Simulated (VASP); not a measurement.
Here is a VASP 6.6.1 calculation.

File INCAR:

```
PREC = Accurate
ENCUT = 600
EDIFF = 1E-6
ISMEAR = 0
SIGMA = 0.05
LREAL = False
LASPH = True
NELM = 120
ALGO = Normal
ISIF = 2
LWAVE = False
LCHARG = False
GGA = PE
NBANDS = 11
GGA_COMPAT = False
```

KPOINTS

```
Automatic mesh
0
Gamma
  12 12 12
```

The input POSCAR:

```
BN
1.0
    0.0000000000      1.7623882866      1.7623882866
    1.7623882866      0.0000000000      1.7623882866
    1.7623882866      1.7623882866      0.0000000000
B N
1 1
Direct
    0.0000000000      0.0000000000      0.0000000000
    0.7500000000      0.7500000000      0.7500000000
```

Potentials or basis: VASP PAW PBE potentials, release 64 (B, N).

Launch:

```sh
$ cat potpaw_PBE.64/B/POTCAR potpaw_PBE.64/N/POTCAR > POTCAR
$ mpirun -np 1 vasp_std > vasp.out
```

(1) Predict the pressure.

(2) Estimate the band gap on the k mesh.

Answers

(1) 36.5 GPa.

(2) 4.54 eV (least direct gap 9.18 eV).

Caveat: the cell stands under pressure.
